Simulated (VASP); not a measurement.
# GaC4 (Pm-3m) in VASP: notebook

The runs below take GaC4 through single point, relaxation of cell and atoms, with PBE.

Program: VASP 6.6.1. These are calculated values, not measurements. Logs are shortened: lines on timing, memory, paths and dates and some standing lists are left out, and cuts for length are marked.

### 1 The cell of the first run

It takes space group Pm-3m (No. 221, cubic). Conventional cell: a = 3.480 Å, b = 3.480 Å, c = 3.480 Å, α = 90.00°, β = 90.00°, γ = 90.00°. Within 3.2 Å of Ga (site symmetry m-3m) lie 20 C at 2.46 to 3.01 Å. C (site symmetry 4/mmm) has 2 C at 1.74 Å within 2.3 Å. C (site symmetry m-3m) has 6 C at 1.74 Å within 2.3 Å.

### 2 Single point, PBE

Input file INCAR:

```
SYSTEM = GaC4
ALGO = Normal
EDIFF = 1E-7
ENCUT = 520
GGA = PE
ISIF = 2
ISMEAR = 0
LASPH = .TRUE.
LCHARG = .FALSE.
LREAL = .FALSE.
LWAVE = .FALSE.
NBANDS = 22
NELM = 100
PREC = Accurate
SIGMA = 0.1
```

Input file KPOINTS:

```
k-points
0
G
  12 12 12
  0 0 0
```

Input file POSCAR:

```
GaC4
1.0
    3.4801421682      0.0000000000      0.0000000000
    0.0000000000      3.4801421682      0.0000000000
    0.0000000000      0.0000000000      3.4801421682
Ga C
1 4
Direct
    0.0000000000      0.0000000000      0.0000000000
    0.0000000000      0.5000000000      0.5000000000
    0.5000000000      0.0000000000      0.5000000000
    0.5000000000      0.5000000000      0.0000000000
    0.5000000000      0.5000000000      0.5000000000
```

Potentials or basis: VASP PAW PBE potentials, release 64 (Ga_d, C).

The run is started by

```sh
> cat potpaw_PBE.64/Ga_d/POTCAR potpaw_PBE.64/C/POTCAR > POTCAR
> mpirun -np 1 vasp_std > vasp.out
```

OUTCAR:

```text
SYSTEM = GaC4
   EDIFF = 1E-7
   ENCUT = 520
   GGA = PE
   ISIF = 2
   ISMEAR = 0
   LASPH = .TRUE.
   LREAL = .FALSE.
   NELM = 100
   PREC = Accurate

 ion  position               nearest neighbor table
   1  0.000  0.000  0.000-   2 2.46   3 2.46   4 2.46   2 2.46   3 2.46   2 2.46   4 2.46   2 2.46
                             3 2.46   4 2.46   3 2.46   4 2.46
   2  0.000  0.500  0.500-   5 1.74   5 1.74   1 2.46   1 2.46   1 2.46   1 2.46
   3  0.500  0.000  0.500-   5 1.74   5 1.74   1 2.46   1 2.46   1 2.46   1 2.46
   4  0.500  0.500  0.000-   5 1.74   5 1.74   1 2.46   1 2.46   1 2.46   1 2.46
   5  0.500  0.500  0.500-   2 1.74   3 1.74   4 1.74   4 1.74   3 1.74   2 1.74

  LATTYP: Found a simple cubic cell.
 ALAT       =     3.4801421682

  Lattice vectors:

 A1 = (   3.4801421682,   0.0000000000,   0.0000000000)
 A2 = (   0.0000000000,   3.4801421682,   0.0000000000)
 A3 = (   0.0000000000,   0.0000000000,   3.4801421682)

Analysis of symmetry for initial positions (statically):
=====================================================================
 Subroutine PRICEL returns:
 Original cell was already a primitive cell.

 Routine SETGRP: Setting up the symmetry group for a
 simple cubic supercell.

 Subroutine GETGRP returns: Found 48 space group operations
 (whereof 48 operations were pure point group operations)
 out of a pool of 48 trial point group operations.

The static configuration has the point symmetry O_h .

Analysis of symmetry for dynamics (positions and initial velocities):
=====================================================================
 Subroutine PRICEL returns:
 Original cell was already a primitive cell.

 Routine SETGRP: Setting up the symmetry group for a
 simple cubic supercell.

 Subroutine GETGRP returns: Found 48 space group operations
 (whereof 48 operations were pure point group operations)
 out of a pool of 48 trial point group operations.

The dynamic configuration has the point symmetry O_h .

 Subroutine INISYM returns: Found 48 space group operations
 (whereof 48 operations are pure point group operations),
 and found     1 'primitive' translations

----------------------------------------------------------------------------------------

                                     Primitive cell

  volume of cell :      42.1494

  direct lattice vectors                    reciprocal lattice vectors
     3.480142168  0.000000000  0.000000000     0.287344583  0.000000000  0.000000000
     0.000000000  3.480142168  0.000000000     0.000000000  0.287344583  0.000000000
     0.000000000  0.000000000  3.480142168     0.000000000  0.000000000  0.287344583

  length of vectors
     3.480142168  3.480142168  3.480142168     0.287344583  0.287344583  0.287344583

  position of ions in fractional coordinates (direct lattice)
     0.000000000  0.000000000  0.000000000
     0.000000000  0.500000000  0.500000000
     0.500000000  0.000000000  0.500000000
     0.500000000  0.500000000  0.000000000
     0.500000000  0.500000000  0.500000000

  ion indices of the primitive-cell ions
   primitive index   ion index
                 1           1
                 2           2
                 3           3
                 4           4
                 5           5

----------------------------------------------------------------------------------------

 KPOINTS: k-points

Automatic generation of k-mesh.
 Grid dimensions read from file:
 generate k-points for:   12   12   12

 Generating k-lattice:

  Cartesian coordinates                     Fractional coordinates (reciprocal lattice)
     0.023945382  0.000000000  0.000000000     0.083333333  0.000000000  0.000000000
     0.000000000  0.023945382  0.000000000     0.000000000  0.083333333  0.000000000
     0.000000000  0.000000000  0.023945382     0.000000000  0.000000000  0.083333333

  Length of vectors
     0.023945382  0.023945382  0.023945382

  Shift w.r.t. Gamma in fractional coordinates (k-lattice)
     0.000000000  0.000000000  0.000000000

 Subroutine IBZKPT returns following result:
 ===========================================

 Found     84 irreducible k-points:

 Following reciprocal coordinates:
            Coordinates               Weight
  0.000000  0.000000  0.000000      1.000000
  0.083333  0.000000  0.000000      6.000000
  0.166667  0.000000  0.000000      6.000000
  0.250000  0.000000  0.000000      6.000000
  0.333333  0.000000  0.000000      6.000000
  0.416667  0.000000  0.000000      6.000000
[... 16 lines left out ...]
  0.333333  0.333333  0.000000     12.000000
  0.416667  0.333333  0.000000     24.000000
 [... further k-points ...]
   k-points           NKPTS =     84   k-points in BZ     NKDIM =     84   number of bands    NBANDS=     22
   number of dos      NEDOS =    301   number of ions     NIONS =      5
   total plane-waves  NPLWV =  21952
   dimension x,y,z NGX =    28 NGY =   28 NGZ =   28
   dimension x,y,z NGXF=    56 NGYF=   56 NGZF=   56
   ions per type =               1   4
   NGX,Y,Z   is equivalent  to a cutoff of  13.38, 13.38, 13.38 a.u.
   NGXF,Y,Z  is equivalent  to a cutoff of  26.75, 26.75, 26.75 a.u.
 SYSTEM =  GaC4
   PREC   = accura    normal or accurate (medium, high low for compatibility)
   ISTART =      0    job   : 0-new  1-cont  2-samecut
   ICHARG =      2    charge: 1-file 2-atom 10-const
   ISPIN  =      1    spin polarized calculation?
   LNONCOLLINEAR =      F non collinear calculations
   LSORBIT =      F    spin-orbit coupling
   LASPH  =      T    aspherical Exc in radial PAW
   ENCUT  =  520.0 eV  38.22 Ry    6.18 a.u.   6.47  6.47  6.47*2*pi/ulx,y,z
   NELM   =    100;   NELMIN=  2; NELMDL= -5     # of ELM steps
   EDIFF  = 0.1E-06   stopping-criterion for ELM
   LREAL  =      F    real-space projection
   EDIFFG = 0.1E-05   stopping-criterion for IOM
   NSW    =      0    number of steps for IOM
   IBRION =     -1    ionic relax: 0-MD 1-quasi-New 2-CG
   NFREE  =      0    steps in history (QN), initial steepest desc. (CG)
   ISIF   =      2    stress and relaxation
   ISYM   =      2    0-nonsym 1-usesym 2-fastsym
   POTIM  = 0.5000    time-step for ionic-motion
   TEBEG  =    0.0;   TEEND  =   0.0 temperature during run
   PSTRESS=    0.0 pullay stress
   NELECT =      29.0000    total number of electrons
   NUPDOWN=      -1.0000    fix difference up-down
   EMIN   =  10.00;   EMAX   =-10.00  energy-range for DOS
   EFERMI =   0.00;   METHOD = LEGACY
   ISMEAR =     0;   SIGMA  =   0.10  broadening in eV -4-tet -1-fermi 0-gaus
   EFERMI_NEDOS =   21; number of points for ismear=-14 and -15
   IALGO  =     38    algorithm
   IMIX   =      4    mixing-type and parameters
     AMIX     =   0.40;   BMIX     =  1.00
     AMIX_MAG =   1.60;   BMIX_MAG =  1.00
  volume/ion in A,a.u.               =       8.43        56.89
  Fermi-wavevector in a.u.,A,eV,Ry     =   1.445253  2.731132 28.419249  2.088756
  Thomas-Fermi vector in A             =   2.563456
   LORBIT       =      0    0 simple, 1 ext, 2 COOP (PROOUT), +10 PAW based schemes
   GGA     = PE    functional components
   LHFCALC =     F    Hartree Fock is set to
   AEXX    =    0.0000 exact exchange contribution
   IVDW    =     0    specifies the selected vdW correction
   LEPSILON=     F    determine dielectric tensor
   LRPA    =     F    only Hartree local field effects (RPA)
 non-spin polarized calculation
 Gauss-broadening in eV      SIGMA  =   0.10
  energy-cutoff  :      520.00
  volume of cell :       42.15
 maximum number of plane-waves:      1157
 NGX is ok and might be reduce to    28
   NGX = 13   NGY = 13   NGZ = 13

 number of electron      28.9999993 magnetization

 Free energy of the ion-electron system (eV)
  ---------------------------------------------------
  ext. energy  EPLUGINS =         0.00000000
  ---------------------------------------------------
  free energy    TOTEN  =       -25.13031901 eV

  energy without entropy =      -25.12015444  energy(sigma->0) =      -25.12523673

 E-fermi :   7.8329     XC(G=0): -12.6307

 val. band max:        7.8318142386   @ k =   0.5000   0.5000   0.3333
 cond. band min:       7.8568241358   @ k =   0.5000   0.4167   0.0833
 fundamental gap:      0.0250098972
 Fermi energy:         7.8328605897

 k-point     1 :       0.0000    0.0000    0.0000
  band No.  band energies     occupation
      1     -10.6503      2.00000
      2      -6.9782      2.00000
      3      -6.9782      2.00000
      4      -6.8452      2.00000
      5      -6.8452      2.00000
      6      -6.8452      2.00000
[... 14 lines left out ...]
     21      18.4760      0.00000
     22      19.1206      0.00000

 k-point     2 :       0.0833    0.0000    0.0000
  band No.  band energies     occupation
      1     -10.5903      2.00000
      2      -6.9757      2.00000
      3      -6.9751      2.00000
      4      -6.8504      2.00000
      5      -6.8504      2.00000
      6      -6.8449      2.00000
[... 14 lines left out ...]
     21      18.7032      0.00000
     22      18.7209      0.00000

 k-point     3 :       0.1667    0.0000    0.0000
  band No.  band energies     occupation
      1     -10.4142      2.00000
      2      -6.9690      2.00000
      3      -6.9684      2.00000
      4      -6.8647      2.00000
      5      -6.8647      2.00000
      6      -6.8443      2.00000
[... 14 lines left out ...]
     21      18.1353      0.00000
     22      18.1353      0.00000
[... 476 lines left out ...]
 k-point    23 :       0.3333    0.3333    0.0000
  band No.  band energies     occupation
      1      -9.0446      2.00000
      2      -6.9501      2.00000
      3      -6.8932      2.00000
      4      -6.8855      2.00000
      5      -6.8696      2.00000
      6      -6.8498      2.00000
[... 14 lines left out ...]
     21      14.7889      0.00000
     22      17.8497      0.00000

 k-point    24 :       0.4167    0.3333    0.0000
  band No.  band energies     occupation
      1      -8.7866      2.00000
      2      -6.9344      2.00000
      3      -6.9009      2.00000
      4      -6.8859      2.00000
      5      -6.8515      2.00000
      6      -6.7886      2.00000
[... 14 lines left out ...]
     21      13.8330      0.00000
     22      17.3796      0.00000

 [... further k-points ...]
[... 5 lines left out ...]
  --------------------------------------------------------------------------------------
  -------------------------------------------------------------------------------------
  Total        0.0742301      0.0742301      0.0742301      0.0000000      0.0000000     -0.0000000
  in kB        2.8216267      2.8216267      2.8216267      0.0000000      0.0000000     -0.0000000
  external PRESSURE =       2.8216267 kB  Pullay stress =       0.0000000 kB

 VOLUME and BASIS-vectors are now :
 -----------------------------------------------------------------------------
  energy-cutoff  :      520.00
  volume of cell :       42.15
      direct lattice vectors                 reciprocal lattice vectors
     3.480142168  0.000000000  0.000000000     0.287344583  0.000000000  0.000000000
     0.000000000  3.480142168  0.000000000     0.000000000  0.287344583  0.000000000
     0.000000000  0.000000000  3.480142168     0.000000000  0.000000000  0.287344583

 POSITION                                       TOTAL-FORCE (eV/Angst)
 -----------------------------------------------------------------------------------
      0.00000      0.00000      0.00000         0.000000      0.000000      0.000000
      0.00000      1.74007      1.74007         0.000000      0.000000      0.000000
      1.74007      0.00000      1.74007         0.000000      0.000000      0.000000
      1.74007      1.74007      0.00000         0.000000      0.000000      0.000000
      1.74007      1.74007      1.74007         0.000000      0.000000      0.000000
 -----------------------------------------------------------------------------------
    total drift:                               -0.000000      0.000000      0.000000

  FREE ENERGIE OF THE ION-ELECTRON SYSTEM (eV)
  ---------------------------------------------------
  free  energy   TOTEN  =       -25.1303190078 eV

  energy  without entropy=      -25.1201544428  energy(sigma->0) =      -25.12523673
```

It took 48 s on 1 thread of Intel Xeon Platinum 8488C (Sapphire Rapids), shared host; peak memory 0.2 GiB.

Results:

| Property | Result |
| --- | --- |
| Free energy | -25.1303 eV |
| Pressure | 0.3 GPa |

(Continued in part 2 of 2.)
